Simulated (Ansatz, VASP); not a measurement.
# One calculation of TiHg2, two programs

INCAR

```
ALGO     = Fast           # electronic algorithm
EDIFF    = 1E-7           # SCF threshold, eV
EDIFFG   = -0.01          # ionic threshold
ENCUT    = 600            # plane-wave cutoff, eV
GGA      = PE             # functional
IBRION   = 2              # ionic algorithm
ISIF     = 3              # what is computed and relaxed
ISMEAR   = 0              # smearing method
LASPH    = T              # aspherical terms in the spheres
LCHARG   = F              # write CHGCAR
LREAL    = F              # projectors in reciprocal space
LWAVE    = F              # write WAVECAR
NELM     = 60             # most SCF steps
NSW      = 100            # ionic steps
PREC     = Accurate       # precision mode
SIGMA    = 0.1            # smearing width, eV
```

The input KPOINTS:

```
k-points
0
Gamma
  8 8 8
```

The input POSCAR:

```
TiHg2
1.0
    0.0000000000      4.0256114990      4.0256114990
    4.0256114990      0.0000000000      4.0256114990
    4.0256114990      4.0256114990      0.0000000000
Ti Hg
2 4
Direct
    0.0000000000      0.0000000000      0.0000000000
    0.2500000000      0.2500000000      0.2500000000
    0.6250000000      0.6250000000      0.6250000000
    0.1250000000      0.6250000000      0.6250000000
    0.6250000000      0.6250000000      0.1250000000
    0.6250000000      0.1250000000      0.6250000000
```

Input for Ansatz:

```yaml
crystal:
  lattice:
    - [0.0, 4.025611499, 4.025611499]
    - [4.025611499, 0.0, 4.025611499]
    - [4.025611499, 4.025611499, 0.0]
  atoms:
    - { symbol: Ti, position: [0.0, 0.0, 0.0] }
    - { symbol: Ti, position: [0.25, 0.25, 0.25] }
    - { symbol: Hg, position: [0.625, 0.625, 0.625] }
    - { symbol: Hg, position: [0.125, 0.625, 0.625] }
    - { symbol: Hg, position: [0.625, 0.625, 0.125] }
    - { symbol: Hg, position: [0.625, 0.125, 0.625] }
basis:
  ecutwfc: 420
kpoints:
  mp_grid: { grid: [8, 8, 8] }
hamiltonian:
  xc: pbe
scf:
  occupations: { method: gaussian, width: 0.1 }
output:
  forces: true
  stress: true
  eigenvalues: true
relax:
  adjacent_minimum: "off"
  f_tol: 0.01
  max_steps: 80
  cell: { stress_tol: 0.05 }
```

Alike in both runs: task relaxation of cell and atoms; functional PBE; k mesh 8 × 8 × 8; occupations gaussian, width 0.1 eV; no spin polarisation.

|  | VASP | Ansatz |
| --- | --- | --- |
| version | VASP 6.6.1 | Ansatz 0.2.0 |
| potentials or method | VASP PAW PBE potentials, release 64 (Ti_sv, Hg), cutoff 600 eV | scalar-relativistic, plane waves, PAW |
| valence electrons in the cell | 72 | 104 |

VASP gave:

* gap on the k mesh at the Fermi level, each at its own relaxed structure (eV): none
* relaxed volume (Å³/atom): 21.33
* relaxed length of the cell vector where the two differ most in proportion (Å): 5.657

Which values does Ansatz return?

gap on the k mesh at the Fermi level, each at its own relaxed structure (eV): none; relaxed volume (Å³/atom): 21.15; relaxed length of the cell vector where the two differ most in proportion (Å): 5.641.

A gap of «none» marks a metal or a gap that the smearing closes. VASP's potentials hold 72 valence electrons a cell and Ansatz's 104, so a difference there can come from the potentials and not from the codes.

Spin-orbit coupling is off throughout.
